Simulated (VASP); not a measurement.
# As in VASP: single point with revPBE+D3(BJ)

Aim: the single point of As with revPBE+D3(BJ).

All numbers are computed with VASP 6.6.1; they aren't measurements. Logs are shortened: lines on timing, memory, paths and dates and some standing lists are left out, and cuts for length are marked.

## 1. The cell of the first run

The cell holds a sheet with vacuum, 2 atoms: a = 3.565 Å, b = 3.565 Å, c = 26.600 Å, α = 90.00°, β = 90.00°, γ = 120.00°.

## 2. Single point, revPBE+D3(BJ)

Input file INCAR:

```
SYSTEM = As
ALGO = Normal
DIPOL = 0.5 0.5 0.289
EDIFF = 1E-6
ENCUT = 400
GGA = RE
GGA_COMPAT = .False.
IDIPOL = 3
ISIF = 2
ISMEAR = 0
IVDW = 12
LASPH = .True.
LCHARG = .False.
LDIPOL = .True.
LREAL = .False.
LWAVE = .False.
NBANDS = 12
NELM = 120
NELMDL = -8
PREC = Accurate
SIGMA = 0.03
```

Input file KPOINTS:

```
k-points
0
Gamma
  12 12 1
  0 0 0
```

Input file POSCAR:

```
As
1.0
    3.5650564548      0.0000000000      0.0000000000
   -1.7825282274      3.0874294558      0.0000000000
    0.0000000000      0.0000000000     26.6000000028
As
2
Direct
    0.3333333333      0.6666666667      0.2630698096
    0.6666666667      0.3333333333      0.3158775587
```

Potentials or basis: VASP PAW PBE potentials, release 64 (As).

Command:

```bash
$ cat potpaw_PBE.64/As/POTCAR > POTCAR
$ mpirun -np 1 vasp_std > vasp.out
```

OUTCAR:

```text
SYSTEM = As
   EDIFF = 1E-6
   ENCUT = 400
   GGA = RE
   ISIF = 2
   ISMEAR = 0
   IVDW = 12
   LASPH = .True.
   LREAL = .False.
   NELM = 120
   NELMDL = -8
   PREC = Accurate
 IVDW          = 12

 ion  position               nearest neighbor table
   1  0.333  0.667  0.263-   2 2.49   2 2.49   2 2.49
   2  0.667  0.333  0.316-   1 2.49   1 2.49   1 2.49

  LATTYP: Found a hexagonal cell.
 ALAT       =     3.5650564548
 C/A-ratio  =     7.4613124196

  Lattice vectors:

 A1 = (   3.5650564548,   0.0000000000,   0.0000000000)
 A2 = (  -1.7825282274,   3.0874294558,   0.0000000000)
 A3 = (   0.0000000000,   0.0000000000,  26.6000000028)

Analysis of symmetry for initial positions (statically):
=====================================================================
 Subroutine PRICEL returns:
 Original cell was already a primitive cell.

 Routine SETGRP: Setting up the symmetry group for a
 hexagonal supercell.

 Subroutine GETGRP returns: Found 12 space group operations
 (whereof  6 operations were pure point group operations)
 out of a pool of 24 trial point group operations.

The static configuration has the point symmetry C_3v.
 The point group associated with its full space group is D_3d.

Analysis of symmetry for dynamics (positions and initial velocities):
=====================================================================
 Subroutine PRICEL returns:
 Original cell was already a primitive cell.

 Routine SETGRP: Setting up the symmetry group for a
 hexagonal supercell.

 Subroutine GETGRP returns: Found 12 space group operations
 (whereof  6 operations were pure point group operations)
 out of a pool of 24 trial point group operations.

The dynamic configuration has the point symmetry C_3v.
 The point group associated with its full space group is D_3d.

 Subroutine INISYM returns: Found 12 space group operations
 (whereof  6 operations are pure point group operations),
 and found     1 'primitive' translations

----------------------------------------------------------------------------------------

                                     Primitive cell

  volume of cell :     292.7825

  direct lattice vectors                    reciprocal lattice vectors
     3.565056455  0.000000000  0.000000000     0.280500467  0.161947020  0.000000000
    -1.782528227  3.087429456  0.000000000     0.000000000  0.323894040  0.000000000
     0.000000000  0.000000000 26.600000003     0.000000000  0.000000000  0.037593985

  length of vectors
     3.565056455  3.565056455 26.600000003     0.323894040  0.323894040  0.037593985

[... 91 lines left out ...]
   IALGO  =     38    algorithm
   IMIX   =      4    mixing-type and parameters
     AMIX     =   0.40;   BMIX     =  1.00
     AMIX_MAG =   1.60;   BMIX_MAG =  1.00
  volume/ion in A,a.u.               =     146.39       987.90
  Fermi-wavevector in a.u.,A,eV,Ry     =   0.531161  1.003749  3.838644  0.282132
  Thomas-Fermi vector in A             =   1.554058
   LORBIT       =      0    0 simple, 1 ext, 2 COOP (PROOUT), +10 PAW based schemes
   GGA     = RE    functional components
   LHFCALC =     F    Hartree Fock is set to
   AEXX    =    0.0000 exact exchange contribution
   IVDW    =    12    specifies the selected vdW correction
   LEPSILON=     F    determine dielectric tensor
   LRPA    =     F    only Hartree local field effects (RPA)
 non-spin polarized calculation
 Gauss-broadening in eV      SIGMA  =   0.03
  energy-cutoff  :      400.00
  volume of cell :      292.78
 maximum number of plane-waves:      5356
 NGX is ok and might be reduce to    24
   NGX = 11   NGY = 11   NGZ = 87

 dipolmoment           0.000000      0.000000     -0.000005 electrons x Angstroem

 number of electron      10.0000000 magnetization

 dipolmoment           0.000000      0.000000      0.000002 electrons x Angstroem

 Free energy of the ion-electron system (eV)
  ---------------------------------------------------
  ext. energy  EPLUGINS =         0.00000000
  ---------------------------------------------------
  free energy    TOTEN  =        -8.82558043 eV

  energy without entropy =       -8.82558043  energy(sigma->0) =       -8.82558043

 E-fermi :  -3.5237     XC(G=0):  -1.9971

 val. band max:       -3.7083321966   @ k =   0.0000   0.0000   0.0000
 cond. band min:      -2.1494167697   @ k =   0.3333  -0.0000   0.0000
 fundamental gap:      1.5589154269
 Fermi energy:        -3.5236572193

 k-point     1 :       0.0000    0.0000    0.0000
  band No.  band energies     occupation
      1     -17.4118      2.00000
      2     -11.0281      2.00000
      3      -4.4523      2.00000
      4      -3.7083      2.00000
      5      -3.7083      2.00000
      6      -1.6022      0.00000
      7      -0.2030      0.00000
      8      -0.2030      0.00000
      9       0.9151      0.00000
     10       1.1311      0.00000
     11       1.5672      0.00000
     12       1.8681      0.00000
[... 256 lines left out ...]
 k-point    19 :       0.3333    0.3333    0.0000
  band No.  band energies     occupation
      1     -13.7484      2.00000
      2     -13.7484      2.00000
      3      -8.2479      2.00000
      4      -5.8449      2.00000
      5      -5.8449      2.00000
      6      -1.8452      0.00000
      7       0.8084      0.00000
      8       0.8084      0.00000
      9       4.3832      0.00000
     10       5.3078      0.00000
     11       5.3078      0.00000
     12       6.0430      0.00000

------------------------ aborting loop because EDIFF is reached ----------------------------------------

 vacuum level on the upper side and lower side of the slab       (xc-potential included)        -0.007        -0.007

 Edisp (eV)   -0.86650

 E8    (eV) :    -0.6226

  FORCE on cell =-STRESS in cart. coord.  units (eV):
  Direction    XX          YY          ZZ          XY          YZ          ZX
  --------------------------------------------------------------------------------------
  -------------------------------------------------------------------------------------
  Total       0.05980     0.05980     0.10434     0.00000     0.00000     0.00000
  in kB       0.32726     0.32726     0.57098     0.00000     0.00000     0.00000
  external pressure =        0.41 kB  Pullay stress =        0.00 kB

 VOLUME and BASIS-vectors are now :
 -----------------------------------------------------------------------------
  energy-cutoff  :      400.00
  volume of cell :      292.78
      direct lattice vectors                 reciprocal lattice vectors
     3.565056455  0.000000000  0.000000000     0.280500467  0.161947020  0.000000000
    -1.782528227  3.087429456  0.000000000     0.000000000  0.323894040  0.000000000
     0.000000000  0.000000000 26.600000003     0.000000000  0.000000000  0.037593985

 POSITION                                       TOTAL-FORCE (eV/Angst)
 -----------------------------------------------------------------------------------
     -0.00000      2.05829      6.99766        -0.000000      0.000000     -0.078821
      1.78253      1.02914      8.40234         0.000000     -0.000000      0.078821
 -----------------------------------------------------------------------------------
    total drift:                               -0.000000     -0.000000      0.000010

  FREE ENERGIE OF THE ION-ELECTRON SYSTEM (eV)
  ---------------------------------------------------
  free  energy   TOTEN  =        -9.6920796259 eV

  energy  without entropy=       -9.6920796259  energy(sigma->0) =       -9.69207963

 vacuum level on the upper side and lower side of the slab         1.429         1.429
```

stdout:

```text
POSCAR found type information on POSCAR As
 POSCAR found :  1 types and       2 ions
 scaLAPACK will be used
 -----------------------------------------------------------------------------
|                                                                             |
|                                                                             |
|     You enforced a specific xc type in the INCAR file but a different       |
|     I HOPE YOU KNOW WHAT YOU ARE DOING!                                     |
|                                                                             |
 -----------------------------------------------------------------------------

 LDA part: xc-table for (Slater+PW92), standard interpolation
 POSCAR, INCAR and KPOINTS ok, starting setup
 FFT: planning ... GRIDC
 FFT: planning ... GRID_SOFT
 FFT: planning ... GRID
 WAVECAR not read
 entering main loop
```

Run time: 39 s. Hardware: 1 thread of Intel Xeon Platinum 8375C at 2.90GHz (Ice Lake), shared host; peak memory 0.3 GiB.

Results:

```yaml
Free_energy: -9.6921 eV
Largest_force: 0.079 eV/Å
Band_gap_on_the_k_mesh: 1.56 eV (least direct gap 2.11 eV)
Dispersion_energy_per_atom: -0.433 eV
```

Forces on the atoms (eV/Å):
```
As   0.000  0.000 -0.079
As   0.000  0.000  0.079
```

Levels at points of the mesh, in eV from the valence-band top:
| k point | band 2 | band 3 | band 4 | band 5 | band 6 | band 7 | band 8 | band 9 |
| --- | --- | --- | --- | --- | --- | --- | --- | --- |
| (0.00, 0.00, 0.00) | -7.32 | -0.74 | 0.00 | 0.00 | 2.11 | 3.51 | 3.51 | 4.62 |
| (0.50, 0.00, 0.00) | -9.22 | -3.57 | -1.95 | -1.73 | 1.95 | 3.02 | 4.48 | 6.19 |

Caveat: the PAW data sets were made with another functional, which shifts forces and pressure a little.
